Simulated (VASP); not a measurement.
# C7O in VASP: a series of runs

The runs below take C7O through single point, with PBE+D3(BJ).

Program: VASP 6.6.1. These are calculated values, not measurements. Logs are shortened: lines on timing, memory, paths and dates and some standing lists are left out, and cuts for length are marked.

### Step 1. The cell of the first run

The cell holds a slab with vacuum, 8 atoms: a = 2.465 Å, b = 2.465 Å, c = 26.849 Å, α = 90.00°, β = 90.00°, γ = 120.00°.

### Step 2. Single point, PBE+D3(BJ)

The input, INCAR:

```
SYSTEM = C7O
  ALGO = Normal
  DIPOL = 0.5 0.5 0.511
  EDIFF = 1E-6
  ENCUT = 1000
  GGA = PE
  GGA_COMPAT = .False.
  IDIPOL = 3
  ISIF = 2
  ISMEAR = 0
  IVDW = 12
  LASPH = .True.
  LCHARG = .False.
  LDIPOL = .True.
  LREAL = .False.
  LWAVE = .False.
  NBANDS = 27
  NELM = 120
  NELMDL = -8
  PREC = Accurate
  SIGMA = 0.05
```

The input, KPOINTS:

```
k-points
0
Gamma
  12 12 1
  0 0 0
```

The input, POSCAR:

```
C7O
1.0
    2.4650495083      0.0000000000      0.0000000000
   -1.2325247541      2.1347954958      0.0000000000
    0.0000000000      0.0000000000     26.8487123425
C O
7 1
Direct
    0.6666666667      0.3333333333      0.3165887396
    0.3333333333      0.6666666667      0.3166487054
    0.3333333333      0.6666666667      0.4419764383
    0.0000000000      0.0000000000      0.4420287312
    0.0000000000      0.0000000000      0.5677345438
    0.6666666667      0.3333333333      0.5677624312
    0.6666666667      0.3333333333      0.6950204580
    0.6666666667      0.3333333333      0.7372565669
```

Potentials or basis: VASP PAW PBE potentials, release 64 (C_h, O_h).

On the command line:

```bash
> cat potpaw_PBE.64/C_h/POTCAR potpaw_PBE.64/O_h/POTCAR > POTCAR
> mpirun -np 1 vasp_std > vasp.out
```

OUTCAR:

```text
SYSTEM = C7O
   EDIFF = 1E-6
   ENCUT = 1000
   GGA = PE
   ISIF = 2
   ISMEAR = 0
   IVDW = 12
   LASPH = .True.
   LREAL = .False.
   NELM = 120
   NELMDL = -8
   PREC = Accurate
 IVDW          = 12

 ion  position               nearest neighbor table
   1  0.667  0.333  0.317-   2 1.42   2 1.42   2 1.42
   2  0.333  0.667  0.317-   1 1.42   1 1.42   1 1.42
   3  0.333  0.667  0.442-   4 1.42   4 1.42   4 1.42
   4  0.000  0.000  0.442-   3 1.42   3 1.42   3 1.42
   5  0.000  0.000  0.568-   6 1.42   6 1.42   6 1.42
   6  0.667  0.333  0.568-   5 1.42   5 1.42   5 1.42
   7  0.667  0.333  0.695-   8 1.13
   8  0.667  0.333  0.737-   7 1.13

  LATTYP: Found a hexagonal cell.
 ALAT       =     2.4650495083
 C/A-ratio  =    10.8917537973

  Lattice vectors:

 A1 = (   2.4650495083,   0.0000000000,   0.0000000000)
 A2 = (  -1.2325247541,   2.1347954958,   0.0000000000)
 A3 = (   0.0000000000,   0.0000000000,  26.8487123425)

Analysis of symmetry for initial positions (statically):
=====================================================================
 Subroutine PRICEL returns:
 Original cell was already a primitive cell.

 Routine SETGRP: Setting up the symmetry group for a
 hexagonal supercell.

 Subroutine GETGRP returns: Found  6 space group operations
 (whereof  6 operations were pure point group operations)
 out of a pool of 24 trial point group operations.

The static configuration has the point symmetry C_3v.

Analysis of symmetry for dynamics (positions and initial velocities):
=====================================================================
 Subroutine PRICEL returns:
 Original cell was already a primitive cell.

 Routine SETGRP: Setting up the symmetry group for a
 hexagonal supercell.

 Subroutine GETGRP returns: Found  6 space group operations
 (whereof  6 operations were pure point group operations)
 out of a pool of 24 trial point group operations.

The dynamic configuration has the point symmetry C_3v.

 Subroutine INISYM returns: Found  6 space group operations
 (whereof  6 operations are pure point group operations),
 and found     1 'primitive' translations

----------------------------------------------------------------------------------------

                                     Primitive cell

  volume of cell :     141.2880

  direct lattice vectors                    reciprocal lattice vectors
     2.465049508  0.000000000  0.000000000     0.405671365  0.234214472  0.000000000
    -1.232524754  2.134795496  0.000000000     0.000000000  0.468428944  0.000000000
     0.000000000  0.000000000 26.848712343     0.000000000  0.000000000  0.037245734

  length of vectors
     2.465049508  2.465049508 26.848712343     0.468428944  0.468428944  0.037245734

  position of ions in fractional coordinates (direct lattice)
     0.666666667  0.333333333  0.316588740
     0.333333333  0.666666667  0.316648705
     0.333333333  0.666666667  0.441976438
     0.000000000  0.000000000  0.442028731
     0.000000000  0.000000000  0.567734544
     0.666666667  0.333333333  0.567762431
     0.666666667  0.333333333  0.695020458
     0.666666667  0.333333333  0.737256567

  ion indices of the primitive-cell ions
   primitive index   ion index
                 1           1
                 2           2
                 3           3
                 4           4
                 5           5
                 6           6
                 7           7
                 8           8

----------------------------------------------------------------------------------------

 KPOINTS: k-points

Automatic generation of k-mesh.
 Grid dimensions read from file:
 generate k-points for:   12   12    1

 Generating k-lattice:

  Cartesian coordinates                     Fractional coordinates (reciprocal lattice)
     0.033805947  0.019517873  0.000000000     0.083333333  0.000000000  0.000000000
     0.000000000  0.039035745  0.000000000     0.000000000  0.083333333  0.000000000
     0.000000000  0.000000000  0.037245734     0.000000000  0.000000000  1.000000000

  Length of vectors
     0.039035745  0.039035745  0.037245734

  Shift w.r.t. Gamma in fractional coordinates (k-lattice)
     0.000000000  0.000000000  0.000000000

 Subroutine IBZKPT returns following result:
 ===========================================

 Found     19 irreducible k-points:

 Following reciprocal coordinates:
            Coordinates               Weight
  0.000000  0.000000  0.000000      1.000000
  0.083333  0.000000  0.000000      6.000000
  0.166667  0.000000  0.000000      6.000000
  0.250000  0.000000  0.000000      6.000000
  0.333333  0.000000  0.000000      6.000000
  0.416667  0.000000  0.000000      6.000000
[... 11 lines left out ...]
  0.333333  0.250000  0.000000     12.000000
  0.333333  0.333333  0.000000      2.000000
   k-points           NKPTS =     19   k-points in BZ     NKDIM =     19   number of bands    NBANDS=     27
   number of dos      NEDOS =    301   number of ions     NIONS =      8
   total plane-waves  NPLWV = 219520
   dimension x,y,z NGX =    28 NGY =   28 NGZ =  280
   dimension x,y,z NGXF=    56 NGYF=   56 NGZF=  560
   ions per type =               7   1
   NGX,Y,Z   is equivalent  to a cutoff of  18.88, 18.88, 17.34 a.u.
   NGXF,Y,Z  is equivalent  to a cutoff of  37.77, 37.77, 34.67 a.u.
 SYSTEM =  C7O
   PREC   = accura    normal or accurate (medium, high low for compatibility)
   ISTART =      0    job   : 0-new  1-cont  2-samecut
   ICHARG =      2    charge: 1-file 2-atom 10-const
   ISPIN  =      1    spin polarized calculation?
   LNONCOLLINEAR =      F non collinear calculations
   LSORBIT =      F    spin-orbit coupling
   LASPH  =      T    aspherical Exc in radial PAW
   ENCUT  = 1000.0 eV  73.50 Ry    8.57 a.u.   6.36  6.36 69.23*2*pi/ulx,y,z
   NELM   =    120;   NELMIN=  2; NELMDL= -8     # of ELM steps
   EDIFF  = 0.1E-05   stopping-criterion for ELM
   LREAL  =      F    real-space projection
   EDIFFG = 0.1E-04   stopping-criterion for IOM
   NSW    =      0    number of steps for IOM
   IBRION =     -1    ionic relax: 0-MD 1-quasi-New 2-CG
   NFREE  =      0    steps in history (QN), initial steepest desc. (CG)
   ISIF   =      2    stress and relaxation
   ISYM   =      2    0-nonsym 1-usesym 2-fastsym
   POTIM  = 0.5000    time-step for ionic-motion
   TEBEG  =    0.0;   TEEND  =   0.0 temperature during run
   PSTRESS=    0.0 pullay stress
   NELECT =      34.0000    total number of electrons
   NUPDOWN=      -1.0000    fix difference up-down
   EMIN   =  10.00;   EMAX   =-10.00  energy-range for DOS
   EFERMI =   0.00;   METHOD = LEGACY
   ISMEAR =     0;   SIGMA  =   0.05  broadening in eV -4-tet -1-fermi 0-gaus
   EFERMI_NEDOS =   21; number of points for ismear=-14 and -15
   IALGO  =     38    algorithm
   IMIX   =      4    mixing-type and parameters
     AMIX     =   0.40;   BMIX     =  1.00
     AMIX_MAG =   1.60;   BMIX_MAG =  1.00
  volume/ion in A,a.u.               =      17.66       119.18
  Fermi-wavevector in a.u.,A,eV,Ry     =   1.018277  1.924265 14.107723  1.036888
  Thomas-Fermi vector in A             =   2.151726
   LORBIT       =      0    0 simple, 1 ext, 2 COOP (PROOUT), +10 PAW based schemes
   GGA     = PE    functional components
   LHFCALC =     F    Hartree Fock is set to
   AEXX    =    0.0000 exact exchange contribution
   IVDW    =    12    specifies the selected vdW correction
   LEPSILON=     F    determine dielectric tensor
   LRPA    =     F    only Hartree local field effects (RPA)
 non-spin polarized calculation
 Gauss-broadening in eV      SIGMA  =   0.05
  energy-cutoff  :     1000.00
  volume of cell :      141.29
 maximum number of plane-waves:     10213
 NGX is ok and might be reduce to    28
   NGX = 13   NGY = 13   NGZ =139

 dipolmoment           0.000000      0.000000     -0.017162 electrons x Angstroem

 number of electron      33.9999999 magnetization

 dipolmoment           0.000000      0.000000      0.044892 electrons x Angstroem

 Free energy of the ion-electron system (eV)
  ---------------------------------------------------
  ext. energy  EPLUGINS =         0.00000000
  ---------------------------------------------------
  free energy    TOTEN  =       -69.02096106 eV

  energy without entropy =      -69.01981184  energy(sigma->0) =      -69.02038645

 E-fermi :  -0.0109     XC(G=0):  -5.7076

 val. band max:       -0.0272918882   @ k =   0.5000   0.0000   0.0000
 cond. band min:       0.0141943882   @ k =   0.3333   0.3333   0.0000
 fundamental gap:      0.0414862764
 Fermi energy:        -0.0108739541

 k-point     1 :       0.0000    0.0000    0.0000
  band No.  band energies     occupation
      1     -25.0625      2.00000
      2     -19.5357      2.00000
      3     -19.3329      2.00000
      4     -19.0396      2.00000
      5     -10.5063      2.00000
      6      -8.0894      2.00000
[... 19 lines left out ...]
     26       8.3489      0.00000
     27       8.3749      0.00000

 k-point     2 :       0.0833    0.0000    0.0000
  band No.  band energies     occupation
      1     -24.9769      2.00000
      2     -19.3711      2.00000
      3     -19.1690      2.00000
      4     -18.8759      2.00000
      5     -10.3822      2.00000
      6      -7.8907      2.00000
[... 19 lines left out ...]
     26       8.4077      0.00000
     27       8.5604      0.00000

 k-point     3 :       0.1667    0.0000    0.0000
  band No.  band energies     occupation
      1     -24.7346      2.00000
      2     -18.8790      2.00000
      3     -18.6788      2.00000
      4     -18.3865      2.00000
      5     -10.0267      2.00000
      6      -7.3041      2.00000
[... 444 lines left out ...]
      1     -23.4337      2.00000
      2     -13.8093      2.00000
      3     -13.6300      2.00000
      4     -13.3447      2.00000
      5     -11.9408      2.00000
      6     -11.7694      2.00000
[... 19 lines left out ...]
     26      11.7506      0.00000
     27      12.1280      0.00000

 k-point    19 :       0.3333    0.3333    0.0000
  band No.  band energies     occupation
      1     -23.3768      2.00000
      2     -12.5916      2.00000
      3     -12.5808      2.00000
      4     -12.4231      2.00000
      5     -12.4049      2.00000
      6     -12.1352      2.00000
[... 19 lines left out ...]
     26      12.8441      0.00000
     27      12.9437      0.00000

------------------------ aborting loop because EDIFF is reached ----------------------------------------

 vacuum level on the upper side and lower side of the slab       (xc-potential included)         0.671        -0.780

 Edisp (eV)   -1.06627

 E8    (eV) :    -0.3062

  FORCE on cell =-STRESS in cart. coord.  units (eV):
  Direction    XX          YY          ZZ          XY          YZ          ZX
  --------------------------------------------------------------------------------------
  -------------------------------------------------------------------------------------
  Total       4.81991     4.81991     0.02355     0.00000     0.00000     0.00000
  in kB      54.65685    54.65685     0.26708     0.00000     0.00000     0.00000
  external pressure =       36.53 kB  Pullay stress =        0.00 kB

 VOLUME and BASIS-vectors are now :
 -----------------------------------------------------------------------------
  energy-cutoff  :     1000.00
  volume of cell :      141.29
      direct lattice vectors                 reciprocal lattice vectors
     2.465049508  0.000000000  0.000000000     0.405671365  0.234214472  0.000000000
    -1.232524754  2.134795496  0.000000000     0.000000000  0.468428944  0.000000000
     0.000000000  0.000000000 26.848712343     0.000000000  0.000000000  0.037245734

 POSITION                                       TOTAL-FORCE (eV/Angst)
 -----------------------------------------------------------------------------------
      1.23252      0.71160      8.50000         0.000000     -0.000000      0.011518
     -0.00000      1.42320      8.50161        -0.000000     -0.000000     -0.013308
     -0.00000      1.42320     11.86650        -0.000000     -0.000000      0.000330
      0.00000      0.00000     11.86790        -0.000000      0.000000      0.000143
      0.00000      0.00000     15.24294        -0.000000      0.000000      0.006198
      1.23252      0.71160     15.24369        -0.000000      0.000000     -0.005426
      1.23252      0.71160     18.66040         0.000000     -0.000000     -0.042785
      1.23252      0.71160     19.79439         0.000000      0.000000      0.043329
 -----------------------------------------------------------------------------------
    total drift:                                0.000000      0.000000     -0.000405

  FREE ENERGIE OF THE ION-ELECTRON SYSTEM (eV)
  ---------------------------------------------------
  free  energy   TOTEN  =       -70.0872286384 eV

  energy  without entropy=      -70.0860794144  energy(sigma->0) =      -70.08665403

 vacuum level on the upper side and lower side of the slab         5.810         4.268
```

Run time: 6.9 min. Hardware: 1 thread of Intel Xeon Platinum 8375C at 2.90GHz (Ice Lake), shared host; peak memory 0.57 GiB.

What came out:

- Free energy: -70.0872 eV
- Largest force: 0.043 eV/Å
- Band gap on the k mesh: zero (bands 17 and 18 overlap by 0.04 eV)
- Dispersion energy per atom: -0.133 eV

Forces on the atoms (eV/Å):
```
C    0.000  0.000  0.012
C    0.000  0.000 -0.013
C    0.000  0.000  0.000
C    0.000  0.000  0.000
C    0.000  0.000  0.006
C    0.000  0.000 -0.005
C    0.000  0.000 -0.043
O    0.000  0.000  0.043
```

### Step 3. Single point, PBE+D3(BJ)

Edit INCAR of step 2 so:

```diff
@@ -10,2 +10,3 @@
   ISMEAR = 0
+  ISYM = 0
   IVDW = 12
```

KPOINTS is that of step 2.

POSCAR is that of step 2.

Potentials or basis: VASP PAW PBE potentials, release 64 (C_h, O_h).

On the command line:

```bash
> cat potpaw_PBE.64/C_h/POTCAR potpaw_PBE.64/O_h/POTCAR > POTCAR
> mpirun -np 1 vasp_std > vasp.out
```

OUTCAR:

```text
SYSTEM = C7O
   EDIFF = 1E-6
   ENCUT = 1000
   GGA = PE
   ISIF = 2
   ISMEAR = 0
   ISYM = 0
   IVDW = 12
   LASPH = .True.
   LREAL = .False.
   NELM = 120
   NELMDL = -8
   PREC = Accurate
 IVDW          = 12

 ion  position               nearest neighbor table
   1  0.667  0.333  0.317-   2 1.42   2 1.42   2 1.42
   2  0.333  0.667  0.317-   1 1.42   1 1.42   1 1.42
   3  0.333  0.667  0.442-   4 1.42   4 1.42   4 1.42
   4  0.000  0.000  0.442-   3 1.42   3 1.42   3 1.42
   5  0.000  0.000  0.568-   6 1.42   6 1.42   6 1.42
   6  0.667  0.333  0.568-   5 1.42   5 1.42   5 1.42
   7  0.667  0.333  0.695-   8 1.13
   8  0.667  0.333  0.737-   7 1.13

IMPORTANT INFORMATION: All symmetrisations will be switched off!
NOSYMM: (Re-)initialisation of all symmetry stuff for point group C_1.

----------------------------------------------------------------------------------------

                                     Primitive cell

  volume of cell :     141.2880

  direct lattice vectors                    reciprocal lattice vectors
     2.465049508  0.000000000  0.000000000     0.405671365  0.234214472  0.000000000
    -1.232524754  2.134795496  0.000000000     0.000000000  0.468428944  0.000000000
     0.000000000  0.000000000 26.848712343     0.000000000  0.000000000  0.037245734

  length of vectors
     2.465049508  2.465049508 26.848712343     0.468428944  0.468428944  0.037245734

  position of ions in fractional coordinates (direct lattice)
     0.666666667  0.333333333  0.316588740
     0.333333333  0.666666667  0.316648705
     0.333333333  0.666666667  0.441976438
     0.000000000  0.000000000  0.442028731
     0.000000000  0.000000000  0.567734544
     0.666666667  0.333333333  0.567762431
     0.666666667  0.333333333  0.695020458
     0.666666667  0.333333333  0.737256567

  ion indices of the primitive-cell ions
   primitive index   ion index
                 1           1
                 2           2
[... 109 lines left out ...]
 non-spin polarized calculation
 Gauss-broadening in eV      SIGMA  =   0.05
  energy-cutoff  :     1000.00
  volume of cell :      141.29
 maximum number of plane-waves:     10213
 NGX is ok and might be reduce to    28
   NGX = 13   NGY = 13   NGZ =139

 dipolmoment           0.000000      0.000000     -0.017148 electrons x Angstroem

 number of electron      33.9999999 magnetization

 dipolmoment           0.000000      0.000000      0.044895 electrons x Angstroem

 Free energy of the ion-electron system (eV)
  ---------------------------------------------------
  ext. energy  EPLUGINS =         0.00000000
  ---------------------------------------------------
  free energy    TOTEN  =       -69.02096095 eV

  energy without entropy =      -69.01981137  energy(sigma->0) =      -69.02038616

 E-fermi :  -0.0109     XC(G=0):  -5.7082

 val. band max:       -0.0273039851   @ k =   0.5000   0.0000   0.0000
 cond. band min:       0.0141638962   @ k =   0.3333   0.3333   0.0000
 fundamental gap:      0.0414678814
 Fermi energy:        -0.0108768836

 k-point     1 :       0.0000    0.0000    0.0000
  band No.  band energies     occupation
      1     -25.0625      2.00000
      2     -19.5358      2.00000
      3     -19.3329      2.00000
      4     -19.0396      2.00000
      5     -10.5063      2.00000
      6      -8.0894      2.00000
[... 709 lines left out ...]
     26       8.3011      0.00000
     27       8.5743      0.00000

 [... further k-points ...]

------------------------ aborting loop because EDIFF is reached ----------------------------------------

 vacuum level on the upper side and lower side of the slab       (xc-potential included)         0.659        -0.781

 Edisp (eV)   -1.06627

 E8    (eV) :    -0.3062

  FORCE on cell =-STRESS in cart. coord.  units (eV):
  Direction    XX          YY          ZZ          XY          YZ          ZX
  --------------------------------------------------------------------------------------
  -------------------------------------------------------------------------------------
  Total       4.81988     4.81988     0.02361    -0.00000     0.00000     0.00000
  in kB      54.65650    54.65647     0.26769    -0.00002     0.00000     0.00000
  external pressure =       36.53 kB  Pullay stress =        0.00 kB

 VOLUME and BASIS-vectors are now :
 -----------------------------------------------------------------------------
  energy-cutoff  :     1000.00
  volume of cell :      141.29
      direct lattice vectors                 reciprocal lattice vectors
     2.465049508  0.000000000  0.000000000     0.405671365  0.234214472  0.000000000
    -1.232524754  2.134795496  0.000000000     0.000000000  0.468428944  0.000000000
     0.000000000  0.000000000 26.848712343     0.000000000  0.000000000  0.037245734

 POSITION                                       TOTAL-FORCE (eV/Angst)
 -----------------------------------------------------------------------------------
      1.23252      0.71160      8.50000         0.000001      0.000000      0.011519
     -0.00000      1.42320      8.50161        -0.000000     -0.000000     -0.013309
     -0.00000      1.42320     11.86650        -0.000001      0.000000      0.000331
      0.00000      0.00000     11.86790        -0.000000      0.000000      0.000138
      0.00000      0.00000     15.24294        -0.000000      0.000000      0.006196
      1.23252      0.71160     15.24369         0.000000      0.000000     -0.005438
      1.23252      0.71160     18.66040        -0.000000      0.000000     -0.042819
      1.23252      0.71160     19.79439         0.000001     -0.000000      0.043382
 -----------------------------------------------------------------------------------
    total drift:                                0.000001      0.000000     -0.000429

  FREE ENERGIE OF THE ION-ELECTRON SYSTEM (eV)
  ---------------------------------------------------
  free  energy   TOTEN  =       -70.0872285250 eV

  energy  without entropy=      -70.0860789524  energy(sigma->0) =      -70.08665374

 vacuum level on the upper side and lower side of the slab         5.810         4.268
```

Wall time 41 min (1 thread of Intel Xeon Platinum 8259CL at 2.50GHz (Skylake/Cascade Lake), shared host); peak memory 0.9 GiB.

What came out:

| Property | Result |
| --- | --- |
| Free energy | -70.0872 eV |
| Largest force | 0.043 eV/Å |
| Band gap on the k mesh | zero (bands 17 and 18 overlap by 0.04 eV) |
| Dispersion energy per atom | -0.133 eV |

Forces in eV/Å, atoms in the order of the input:
```
C    0.000  0.000  0.012
C    0.000  0.000 -0.013
C    0.000  0.000  0.000
C    0.000  0.000  0.000
C    0.000  0.000  0.006
C    0.000  0.000 -0.005
C    0.000  0.000 -0.043
O    0.000  0.000  0.043
```

The gap in the log of VASP goes by the Fermi energy; the results here count the filled bands.